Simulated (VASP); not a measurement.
Write the native input for VASP 6.6.1 that does the following.

* Task: single point
* Functional: PBE
* Potentials or basis: VASP PAW PBE potentials, release 64 (Ga_d, N)
* Cutoff: 520 eV
* k mesh: 15 × 15 × 15
* Occupations: fermi-dirac, width 0.08 eV
* Spin: no spin polarisation
* Dipole correction: no
* Further INCAR settings: ALGO = Normal; EDIFF = 1e-06; NBANDS = 16

The structure of GaN (CsCl type) lies in POSCAR:

```
GaN
1.0
    2.5702791499      0.0000000000      0.0000000000
    0.0000000000      2.5702791499      0.0000000000
    0.0000000000      0.0000000000      2.5702791499
Ga N
1 1
Direct
    0.0000000000      0.0000000000      0.0000000000
    0.5000000000      0.5000000000      0.5000000000
```

The input as run:

INCAR

```
PREC = Accurate
ENCUT = 520
EDIFF = 1E-6
ISMEAR = -1
SIGMA = 0.08
LREAL = F
LASPH = T
NELM = 80
ALGO = Normal
ISIF = 2
LWAVE = F
LCHARG = F
GGA = PE
NBANDS = 16
```

KPOINTS

```
Automatic mesh
0
Gamma
  15 15 15
```

Potentials or basis: VASP PAW PBE potentials, release 64 (Ga_d, N).

The run is started by

```sh
$ cat potpaw_PBE.64/Ga_d/POTCAR potpaw_PBE.64/N/POTCAR > POTCAR
$ mpirun -np 1 vasp_std > vasp.out
```

Results of the run:

```json
{
 "Pressure": "46.0 GPa",
 "Band gap on the k mesh": "zero (band 9 reaches 10.64 eV, above the bottom of band 10 at 9.17 eV)"
}
```

Wall time 12 s on 1 thread of Intel(R) Xeon(R) 6975P-C (Granite Rapids), on a shared host, peak memory 0.15 GiB.
